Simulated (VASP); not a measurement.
Wanted: the native input for a VASP 6.6.1 run.

- Task: single point
- Functional: PBEsol
- Potentials or basis: VASP PAW PBE potentials, release 64 (Ga_d)
- Cutoff: 520 eV
- k mesh: 7 × 7 × 6
- Occupations: fermi-dirac, width 0.05 eV
- Spin: no spin polarisation
- Dipole correction: no
- Further INCAR settings: ALGO = Fast; EDIFF = 1e-06; NBANDS = 34

The structure of Ga lies in POSCAR:

```
Ga
1.0
    3.7390376727     -2.2791339873      0.0000000000
    3.7390376727      2.2791339873      0.0000000000
    0.0000000000      0.0000000000      4.3966312708
Ga
4
Direct
    0.6655504900      0.0096853900      0.2500000000
    0.0096853900      0.6655504900      0.7500000000
    0.3344495100      0.9903146100      0.7500000000
    0.9903146100      0.3344495100      0.2500000000
```

This cell differs from its parent crystal: volume scaled by 0.94.

The input as run:

INCAR

```
SYSTEM = Ga
ALGO = Fast
EDIFF = 1E-6
ENCUT = 520
GGA = PS
ISIF = 2
ISMEAR = -1
LASPH = .TRUE.
LCHARG = .TRUE.
LELF = .TRUE.
LREAL = .FALSE.
LVHAR = .TRUE.
LWAVE = .FALSE.
NBANDS = 34
NELM = 80
PREC = Accurate
SIGMA = 0.05
```

KPOINTS

```
k-points
0
G
  7 7 6
  0 0 0
```

Potentials or basis: VASP PAW PBE potentials, release 64 (Ga_d).

Run with:

```bash
$ cat potpaw_PBE.64/Ga_d/POTCAR > POTCAR
$ mpirun -np 1 vasp_std > vasp.out
```

It gave:

```
Pressure               : 4.0 GPa
Largest force          : 0.070 eV/Å
Band gap on the k mesh : zero (band 26 reaches 5.62 eV, above the bottom of band 27 at 5.01 eV)
```

Caveat: the PAW data sets were made with another functional, which shifts forces and pressure a little.

Wall time 2.1 min on 1 thread of Intel(R) Xeon(R) Platinum 8375C CPU @ 2.90GHz (Ice Lake) (shared host), peak memory 0.27 GiB.
